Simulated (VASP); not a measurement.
# Ti: single point with PBE

Ti:

```
Ti
1.0
     2.81286    0.00000    0.00000
    -1.40643    2.43601    0.00000
     0.00000    0.00000    8.97972
Ti
4
Direct
  0.00000 0.00000 0.00000
  0.00000 0.00000 0.50000
  0.33333 0.66667 0.25000
  0.66667 0.33333 0.75000
```

This cell differs from its parent crystal: volume scaled by 0.88.

```json
{"Program": "VASP 6.6.1", "Task": "single point", "Functional": "PBE", "Potentials or basis": "VASP PAW PBE potentials, release 64 (Ti_sv)", "Cutoff": "520 eV", "k mesh": "14 × 14 × 4", "Occupations": "fermi-dirac, width 0.05 eV", "Spin": "collinear spin, ferromagnetic start", "Starting moments": "[1.0, 1.0, 1.0, 1.0] μB"}
```

The pressure is 17.1 GPa, the band gap on the k mesh is zero (filled and empty bands overlap) and the net moment is 0.00 μB per cell. The valence electrons inside the program's atomic spheres are Ti 10.40, 10.41.

Stress tensor (GPa, compression positive):
```
17.06  0.00  0.00
 0.00 17.06  0.00
 0.00  0.00 17.25
```

Levels at points of the mesh, in eV from the Fermi level:
Spin up:
```
           k point  band 21  band 22  band 23  band 24  band 25  band 26  band 27  band 28
(0.00, 0.00, 0.00)     0.10     0.13     0.69     0.69     0.78     0.78     1.03     1.16
(0.50, 0.00, 0.00)    -1.43    -1.40    -1.19     0.00     0.05     0.62     1.28     1.81
(0.00, 0.00, 0.50)     0.39     0.39     0.69     0.69     0.85     0.85     0.85     0.85
(0.50, 0.00, 0.50)    -1.79    -1.79    -0.14    -0.14     0.86     0.86     1.01     1.01
```
Spin down:
```csv
k point,band 20,band 21,band 22,band 23,band 24,band 25,band 26,band 27,band 28,band 29
"(0.00, 0.00, 0.00)",-2.92,0.10,0.13,0.69,0.69,0.78,0.78,1.03,1.16,1.16
"(0.50, 0.00, 0.00)",-2.07,-1.43,-1.40,-1.19,0.00,0.05,0.62,1.28,1.81,2.08
"(0.00, 0.00, 0.50)",-3.16,0.39,0.39,0.69,0.69,0.85,0.85,0.85,0.85,1.05
"(0.50, 0.00, 0.50)",-2.59,-1.79,-1.79,-0.14,-0.14,0.86,0.86,1.01,1.01,1.72
```

It took 2.6 min on 1 thread of Intel(R) Xeon(R) 6975P-C (Granite Rapids), with other jobs on the host, peak memory 0.35 GiB.
